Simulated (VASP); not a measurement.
# Pr (Fm-3m) in VASP: single point with r2SCAN

Aim: the single point of Pr with r2SCAN.

Program: VASP 6.6.1. These are calculated values, not measurements. Logs are shortened: lines on timing, memory, paths and dates and some standing lists are left out, and cuts for length are marked.

## (1) The cell of the first run

Symmetry: Fm-3m, No. 225, cubic system. Conventional cell: a = 5.428 Å, b = 5.428 Å, c = 5.428 Å, α = 90.00°, β = 90.00°, γ = 90.00°. Within 5.0 Å of Pr (site symmetry m-3m) lie 12 Pr at 3.84 Å.

## (2) Single point, r2SCAN, collinear spin, ferromagnetic start

POSCAR

```
Pr
1.0
    0.0000000000      2.7141703575      2.7141703575
    2.7141703575      0.0000000000      2.7141703575
    2.7141703575      2.7141703575      0.0000000000
Pr
1
Direct
    0.0000000000      0.0000000000      0.0000000000
```

INCAR.step1

```
PREC = Accurate
ENCUT = 520
ISMEAR = 0
SIGMA = 0.05
LREAL = F
LASPH = T
NELM = 150
ISPIN = 2
MAGMOM = 3.03
LMAXMIX = 6
NBANDS = 16
GGA = PE
ALGO = Normal
EDIFF = 1E-4
LWAVE = T
LCHARG = F
```

INCAR.step2

```
PREC = Accurate
ENCUT = 520
EDIFF = 1E-6
ISMEAR = 0
SIGMA = 0.05
LREAL = F
LASPH = T
NELM = 150
ALGO = Normal
ISIF = 2
LWAVE = F
LCHARG = F
ISPIN = 2
MAGMOM = 3.03
LORBIT = 11
LMAXMIX = 6
METAGGA = R2SCAN
LMIXTAU = T
NBANDS = 16
ISTART = 1
```

KPOINTS

```
Automatic mesh
0
Gamma
  14 14 14
```

Potentials or basis: VASP PAW PBE potentials, release 64 (Pr).

Run with:

```bash
$ cat potpaw_PBE.64/Pr/POTCAR > POTCAR
$ cp INCAR.step1 INCAR
$ mpirun -np 1 vasp_std > vasp.out
$ cp INCAR.step2 INCAR
$ mpirun -np 1 vasp_std > vasp.out
```

OUTCAR:

```text
PREC = Accurate
   ENCUT = 520
   EDIFF = 1E-6
   ISMEAR = 0
   LREAL = F
   LASPH = T
   NELM = 150
   ISIF = 2
   ISPIN = 2
   LORBIT = 11
   METAGGA = R2SCAN
   ISTART = 1

 ion  position               nearest neighbor table
   1  0.000  0.000  0.000-

  LATTYP: Found a face centered cubic cell.
 ALAT       =     5.4283407150

  Lattice vectors:

 A1 = (   0.0000000000,   2.7141703575,   2.7141703575)
 A2 = (   2.7141703575,   0.0000000000,   2.7141703575)
 A3 = (   2.7141703575,   2.7141703575,   0.0000000000)

Analysis of symmetry for initial positions (statically):
=====================================================================
 Subroutine PRICEL returns:
 Original cell was already a primitive cell.

 Routine SETGRP: Setting up the symmetry group for a
 face centered cubic supercell.

 Subroutine GETGRP returns: Found 48 space group operations
 (whereof 48 operations were pure point group operations)
 out of a pool of 48 trial point group operations.

The static configuration has the point symmetry O_h .

Analysis of symmetry for dynamics (positions and initial velocities):
=====================================================================
 Subroutine PRICEL returns:
 Original cell was already a primitive cell.

 Routine SETGRP: Setting up the symmetry group for a
 face centered cubic supercell.

 Subroutine GETGRP returns: Found 48 space group operations
 (whereof 48 operations were pure point group operations)
 out of a pool of 48 trial point group operations.

The dynamic configuration has the point symmetry O_h .

Analysis of structural, dynamic, and magnetic symmetry:
=====================================================================
 Subroutine PRICEL returns:
 Original cell was already a primitive cell.

 Routine SETGRP: Setting up the symmetry group for a
 face centered cubic supercell.

 Subroutine GETGRP returns: Found 48 space group operations
 (whereof 48 operations were pure point group operations)
 out of a pool of 48 trial point group operations.

The overall configuration has the point symmetry O_h .

 Subroutine INISYM returns: Found 48 space group operations
 (whereof 48 operations are pure point group operations),
 and found     1 'primitive' translations

----------------------------------------------------------------------------------------

                                     Primitive cell

  volume of cell :      39.9891

  direct lattice vectors                    reciprocal lattice vectors
     0.000000000  2.714170358  2.714170358    -0.184218356  0.184218356  0.184218356
     2.714170358  0.000000000  2.714170358     0.184218356 -0.184218356  0.184218356
     2.714170358  2.714170358  0.000000000     0.184218356  0.184218356 -0.184218356

  length of vectors
     3.838416530  3.838416530  3.838416530     0.319075552  0.319075552  0.319075552

  position of ions in fractional coordinates (direct lattice)
     0.000000000  0.000000000  0.000000000

  ion indices of the primitive-cell ions
   primitive index   ion index
                 1           1

----------------------------------------------------------------------------------------

 KPOINTS: Automatic mesh

Automatic generation of k-mesh.
 Grid dimensions read from file:
 generate k-points for:   14   14   14

 Generating k-lattice:

  Cartesian coordinates                     Fractional coordinates (reciprocal lattice)
    -0.013158454  0.013158454  0.013158454     0.071428571  0.000000000  0.000000000
     0.013158454 -0.013158454  0.013158454     0.000000000  0.071428571  0.000000000
     0.013158454  0.013158454 -0.013158454     0.000000000  0.000000000  0.071428571

  Length of vectors
     0.022791111  0.022791111  0.022791111

  Shift w.r.t. Gamma in fractional coordinates (k-lattice)
     0.000000000  0.000000000  0.000000000

 Subroutine IBZKPT returns following result:
 ===========================================

 Found    104 irreducible k-points:

 Following reciprocal coordinates:
            Coordinates               Weight
  0.000000  0.000000  0.000000      1.000000
  0.071429  0.000000  0.000000      8.000000
  0.142857  0.000000  0.000000      8.000000
  0.214286  0.000000  0.000000      8.000000
  0.285714  0.000000  0.000000      8.000000
  0.357143  0.000000  0.000000      8.000000
[... 16 lines left out ...]
  0.214286  0.142857  0.000000     24.000000
  0.285714  0.142857  0.000000     24.000000
 [... further k-points ...]
   k-points           NKPTS =    104   k-points in BZ     NKDIM =    104   number of bands    NBANDS=     16
   number of dos      NEDOS =    301   number of ions     NIONS =      1
   total plane-waves  NPLWV =  27000
   dimension x,y,z NGX =    30 NGY =   30 NGZ =   30
   dimension x,y,z NGXF=    60 NGYF=   60 NGZF=   60
   ions per type =               1
   NGX,Y,Z   is equivalent  to a cutoff of  12.99, 12.99, 12.99 a.u.
   NGXF,Y,Z  is equivalent  to a cutoff of  25.99, 25.99, 25.99 a.u.
 SYSTEM =  unknown system
   PREC   = accura    normal or accurate (medium, high low for compatibility)
   ISTART =      1    job   : 0-new  1-cont  2-samecut
   ICHARG =      0    charge: 1-file 2-atom 10-const
   ISPIN  =      2    spin polarized calculation?
   LNONCOLLINEAR =      F non collinear calculations
   LSORBIT =      F    spin-orbit coupling
   LASPH  =      T    aspherical Exc in radial PAW
   ENCUT  =  520.0 eV  38.22 Ry    6.18 a.u.   7.14  7.14  7.14*2*pi/ulx,y,z
   NELM   =    150;   NELMIN=  2; NELMDL=  0     # of ELM steps
   EDIFF  = 0.1E-05   stopping-criterion for ELM
   LREAL  =      F    real-space projection
   EDIFFG = 0.1E-04   stopping-criterion for IOM
   NSW    =      0    number of steps for IOM
   IBRION =     -1    ionic relax: 0-MD 1-quasi-New 2-CG
   NFREE  =      0    steps in history (QN), initial steepest desc. (CG)
   ISIF   =      2    stress and relaxation
   ISYM   =      2    0-nonsym 1-usesym 2-fastsym
   POTIM  = 0.5000    time-step for ionic-motion
   TEBEG  =    0.0;   TEEND  =   0.0 temperature during run
   PSTRESS=    0.0 pullay stress
   NELECT =      13.0000    total number of electrons
   NUPDOWN=      -1.0000    fix difference up-down
   EMIN   =  10.00;   EMAX   =-10.00  energy-range for DOS
   EFERMI =   0.00;   METHOD = LEGACY
   ISMEAR =     0;   SIGMA  =   0.05  broadening in eV -4-tet -1-fermi 0-gaus
   EFERMI_NEDOS =   21; number of points for ismear=-14 and -15
   IALGO  =     38    algorithm
   IMIX   =      4    mixing-type and parameters
     AMIX     =   0.40;   BMIX     =  1.00
     AMIX_MAG =   1.60;   BMIX_MAG =  1.00
  volume/ion in A,a.u.               =      39.99       269.86
  Fermi-wavevector in a.u.,A,eV,Ry     =   1.125664  2.127197 17.240212  1.267120
  Thomas-Fermi vector in A             =   2.262342
   LORBIT       =     11    0 simple, 1 ext, 2 COOP (PROOUT), +10 PAW based schemes
   METAGGA = R2SCAN    functional components
   LHFCALC =     F    Hartree Fock is set to
   AEXX    =    0.0000 exact exchange contribution
   IVDW    =     0    specifies the selected vdW correction
   LEPSILON=     F    determine dielectric tensor
   LRPA    =     F    only Hartree local field effects (RPA)
 spin polarized calculation
 Gauss-broadening in eV      SIGMA  =   0.05
  energy-cutoff  :      520.00
  volume of cell :       39.99
 maximum number of plane-waves:      1090
 NGX is ok and might be reduce to    30
   NGX = 15   NGY = 15   NGZ = 15

 number of electron      13.0000002 magnetization       3.0869584

 Free energy of the ion-electron system (eV)
  ---------------------------------------------------
  ext. energy  EPLUGINS =         0.00000000
  ---------------------------------------------------
  free energy    TOTEN  =       -31.00233318 eV

  energy without entropy =      -30.99276129  energy(sigma->0) =      -30.99754723

 E-fermi :   5.1300     XC(G=0):  -9.8355

 val. band max:        5.1298839744   @ k =   0.3571   0.2143   0.0000
 cond. band min:       5.1300360824   @ k =   0.3571   0.0714   0.0000
 fundamental gap:      0.0001521081
 Fermi energy:         5.1299548154

 spin component 1

 k-point     1 :       0.0000    0.0000    0.0000
  band No.  band energies     occupation
      1     -32.2268      1.00000
      2     -13.3741      1.00000
      3     -13.3727      1.00000
      4     -13.3727      1.00000
      5       0.9150      1.00000
      6       3.8880      1.00000
[... 8 lines left out ...]
     15       6.8986      0.00000
     16       8.9100      0.00000
[... 419 lines left out ...]
 k-point    24 :       0.2857    0.1429    0.0000
  band No.  band energies     occupation
      1     -32.1664      1.00000
      2     -13.8347      1.00000
      3     -13.4907      1.00000
      4     -13.4841      1.00000
      5       2.5677      1.00000
      6       3.8678      1.00000
[... 8 lines left out ...]
     15       7.5990      0.00000
     16       8.4385      0.00000

 [... further k-points ...]

 spin component 2

 k-point     1 :       0.0000    0.0000    0.0000
  band No.  band energies     occupation
      1     -30.9008      1.00000
      2     -12.3427      1.00000
      3     -12.3427      1.00000
      4     -12.3427      1.00000
      5       2.0562      1.00000
      6       7.5550      0.00000
[... 8 lines left out ...]
     15       8.0034      0.00000
     16       9.5475      0.00000
[... 419 lines left out ...]
 k-point    24 :       0.2857    0.1429    0.0000
  band No.  band energies     occupation
      1     -30.8390      1.00000
      2     -12.8010      1.00000
      3     -12.4628      1.00000
      4     -12.4517      1.00000
      5       3.6490      1.00000
      6       6.2996      0.00000
[... 8 lines left out ...]
     15       8.5534      0.00000
     16       9.3651      0.00000

 [... further k-points ...]

------------------------ aborting loop because EDIFF is reached ----------------------------------------

  FORCE on cell =-STRESS in cart. coord.  units (eV):
  Direction    XX          YY          ZZ          XY          YZ          ZX
  --------------------------------------------------------------------------------------
  -------------------------------------------------------------------------------------
  Total       -0.4502981     -0.4502981     -0.4502981      0.0000000     -0.0000000     -0.0000000
  in kB      -18.0413666    -18.0413666    -18.0413666      0.0000000     -0.0000000     -0.0000000
  external PRESSURE =     -18.0413666 kB  Pullay stress =       0.0000000 kB

 VOLUME and BASIS-vectors are now :
 -----------------------------------------------------------------------------
  energy-cutoff  :      520.00
  volume of cell :       39.99
      direct lattice vectors                 reciprocal lattice vectors
     0.000000000  2.714170358  2.714170358    -0.184218356  0.184218356  0.184218356
     2.714170358  0.000000000  2.714170358     0.184218356 -0.184218356  0.184218356
     2.714170358  2.714170358  0.000000000     0.184218356  0.184218356 -0.184218356

 POSITION                                       TOTAL-FORCE (eV/Angst)
 -----------------------------------------------------------------------------------
      0.00000      0.00000      0.00000         0.000000      0.000000      0.000000
 -----------------------------------------------------------------------------------
    total drift:                               -0.000000     -0.000000      0.000000

  FREE ENERGIE OF THE ION-ELECTRON SYSTEM (eV)
  ---------------------------------------------------
  free  energy   TOTEN  =       -31.0023331775 eV

  energy  without entropy=      -30.9927612901  energy(sigma->0) =      -30.99754723

 total charge

# of ion       s       p       d       f       tot
--------------------------------------------------
    1        2.010   5.326   0.469   2.237  10.042

 magnetization (x)

# of ion       s       p       d       f       tot
--------------------------------------------------
    1       -0.017  -0.064   0.189   2.219   2.327
```

It took 7.5 min on 1 thread of Intel Xeon Platinum 8488C (Sapphire Rapids), shared host; peak memory 0.28 GiB.

What came out:

```yaml
Free_energy: -31.0023 eV
Pressure: -1.8 GPa
Net_moment: 3.09 μB per cell
Site_moments: Pr +2.33 μB
Valence_electrons_inside_the_program's_atomic_spheres: Pr 10.04
```

Levels at points of the mesh, in eV from the Fermi level:
Spin up:
```
           k point  band 4  band 5  band 6  band 7  band 8  band 9  band 10  band 11  band 12  band 13
(0.00, 0.00, 0.00)  -18.50   -4.21   -1.24   -0.13   -0.13   -0.13     1.43     1.43     1.43     1.77
(0.50, 0.00, 0.00)  -18.62   -2.28   -0.96   -0.25    0.07    0.07     1.33     1.33     1.44     1.44
(0.50, 0.50, 0.00)  -18.81   -1.79   -1.63   -0.79   -0.12    0.06     0.06     1.44     1.44     1.46
```
Spin down:
```csv
k point,band 3,band 4,band 5,band 6,band 7,band 8
"(0.00, 0.00, 0.00)",-17.47,-17.47,-3.07,2.43,2.43,2.43
"(0.50, 0.00, 0.00)",-17.58,-17.58,-0.71,1.68,1.99,1.99
"(0.50, 0.50, 0.00)",-17.79,-17.79,-1.65,0.01,2.24,2.24
```

Caveat: the magnetic or orbital state may not be the lowest; the PAW data sets were made with another functional, which shifts forces and pressure a little; spin-orbit coupling is left out, which moves the levels of the heavy elements. The state reached can hang on the start; a lower one may exist.
